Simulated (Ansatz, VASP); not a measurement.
**One calculation of In2W, two programs**

```
In W
1.0
    -1.75699    1.75699    4.88480
     1.75699   -1.75699    4.88480
     1.75699    1.75699   -4.88480
In W
2 1
Direct
  0.65522 0.65522 0.00000
  0.34478 0.34478 0.00000
  0.00000 0.00000 0.00000
```

Alike in both runs: functional PBE; k mesh 18 × 18 × 18; occupations gaussian, width 0.1 eV; no spin polarisation.

Ansatz relaxed the structure, and its values are those at the end. VASP's run is a single point on that final structure, the one shown.

```csv
,VASP,Ansatz
version,VASP 6.6.1,Ansatz 0.2.0
potentials or method,"VASP PAW PBE potentials, release 64 (In_d, W_sv), cutoff 520 eV","scalar-relativistic, plane waves, PAW"
valence electrons in the cell,40,40
```

```tsv
	VASP	Ansatz	Ansatz less VASP
gap on the k mesh at the Fermi level (eV)	none	none	-
pressure (GPa)	0.1	0.0	-0.06
```

A gap of «none» marks a metal or a gap that the smearing closes. With one functional, cell and mesh, what is left measures potentials, basis and numerics.

Spin-orbit coupling is off throughout.
